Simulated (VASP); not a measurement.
HoSiI4, 6 atoms in the cell. Symmetry: F-43m, No. 216, cubic system. Conventional cell: a = 9.929 Å, b = 9.929 Å, c = 9.929 Å, α = 90.00°, β = 90.00°, γ = 90.00°. Within 5.3 Å of Ho (site symmetry -43m) lie 12 I at 4.06 Å and 6 Si at 4.96 Å. Within 3.5 Å of Si (site symmetry -43m) lie 4 I at 2.65 Å. I (site symmetry 3m) has 1 Si at 2.65 Å and 3 I at 2.69 Å within 3.5 Å. The cell was built from a structure type or drawn by symmetry, and may not be a known phase.

| Property | Result |
| --- | --- |
| Program | VASP 6.6.1 |
| Task | relaxation of cell and atoms |
| Functional | PBE |
| Potentials or basis | VASP PAW PBE potentials, release 64 (Ho_3, Si, I), 4f in core |
| Cutoff | 500 eV |
| k mesh | 3 × 3 × 3 |
| Occupations | gaussian, width 0.2 eV |
| Spin | no spin polarisation |
| Dipole correction | no |
| Mended | yes |
| Further INCAR settings | ALGO = Normal; EDIFF = 1e-07; IBRION = 2; EDIFFG = -0.08; NSW = 36; ISIF = 3 |

Potentials or basis: VASP PAW PBE potentials, release 64 (Ho_3, Si, I), 4f in core.

Launch:

```sh
$ cat potpaw_PBE.64/Ho_3/POTCAR potpaw_PBE.64/Si/POTCAR potpaw_PBE.64/I/POTCAR > POTCAR
$ mpirun -np 1 vasp_std > vasp.out
```

Hardware: 1 thread of Intel(R) Xeon(R) 6975P-C (Granite Rapids), with other jobs on the host.

How long does it take, and how much memory?

Wall time 7.8 min on 1 thread of Intel(R) Xeon(R) 6975P-C (Granite Rapids) (shared host), peak memory 0.43 GiB. Counts: scf iterations 188, k points 4, ion steps 6.
